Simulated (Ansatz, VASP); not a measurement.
TiO2 in VASP and in Ansatz

Contents of INCAR:

```
SYSTEM = TiO2
ALGO = Normal
EDIFF = 1E-7
ENCUT = 520
GGA = PE
ISIF = 2
ISMEAR = -1
IVDW = 13
LASPH = .TRUE.
LCHARG = .TRUE.
LELF = .TRUE.
LREAL = .FALSE.
LVHAR = .TRUE.
LWAVE = .FALSE.
NBANDS = 33
NELM = 80
PREC = Accurate
SIGMA = 0.05
```

File KPOINTS:

```
k-points
0
G
  6 6 9
  0 0 0
```

POSCAR

```
TiO2
1.0
    4.6900531165      0.0000000000      0.0000000000
    0.0000000000      4.6900531165      0.0000000000
    0.0000000000      0.0000000000      3.0172520901
Ti O
2 4
Direct
    0.0000000000      0.0000000000      0.5000000000
    0.5000000000      0.5000000000      0.0000000000
    0.3043213200      0.3043213200      0.5000000000
    0.1956786800      0.8043213200      0.0000000000
    0.8043213200      0.1956786800      0.0000000000
    0.6956786800      0.6956786800      0.5000000000
```

Contents of input.yaml:

```yaml
crystal:
  lattice:
    - [4.6900531165, 0.0, 0.0]
    - [0.0, 4.6900531165, 0.0]
    - [0.0, 0.0, 3.0172520901]
  atoms:
    - { symbol: Ti, position: [0.0, 0.0, 0.5] }
    - { symbol: Ti, position: [0.5, 0.5, 0.0] }
    - { symbol: O, position: [0.30432132, 0.30432132, 0.5] }
    - { symbol: O, position: [0.19567868, 0.80432132, 0.0] }
    - { symbol: O, position: [0.80432132, 0.19567868, 0.0] }
    - { symbol: O, position: [0.69567868, 0.69567868, 0.5] }
hamiltonian:
  xc: pbe
  pseudopotentials: { kind: paw }
  dispersion: d4
kpoints:
  mp_grid: { grid: [6, 6, 9] }
scf:
  occupations: { method: fermi_dirac, width: 0.05 }
output:
  forces: true
  stress: true
  eigenvalues: true
```

Alike in both runs: task single point; functional PBE; dispersion D4; k mesh 6 × 6 × 9; occupations fermi-dirac, width 0.05 eV; no spin polarisation.

|  | VASP | Ansatz |
| --- | --- | --- |
| version | VASP 6.6.1 | Ansatz 0.2.0 |
| potentials or method | VASP PAW PBE potentials, release 64 (Ti_sv, O) | Ansatz PAW |
| plane-wave cutoff (eV) | 520 | 420 |
| valence electrons in the cell | 48 | 48 |

```csv
,VASP,Ansatz,Ansatz less VASP
gap on the k mesh at the Fermi level (eV),1.70,1.72,+0.023
least direct gap on the mesh (eV),1.70,1.72,+0.023
pressure (GPa),-11.3,-11.9,-0.61
"traceless stress, the component that is largest in VASP (GPa)",-2.40,-2.58,-0.186
rms of the force components (eV/Å),0.117,0.128,+0.0102
```

Atom by atom the forces differ by 0.010 eV/Å (rms over components).

Noted on Ansatz's run: odd divisions of the mesh miss points on the zone boundary, where band edges often lie, so the gap on the mesh can be too wide.
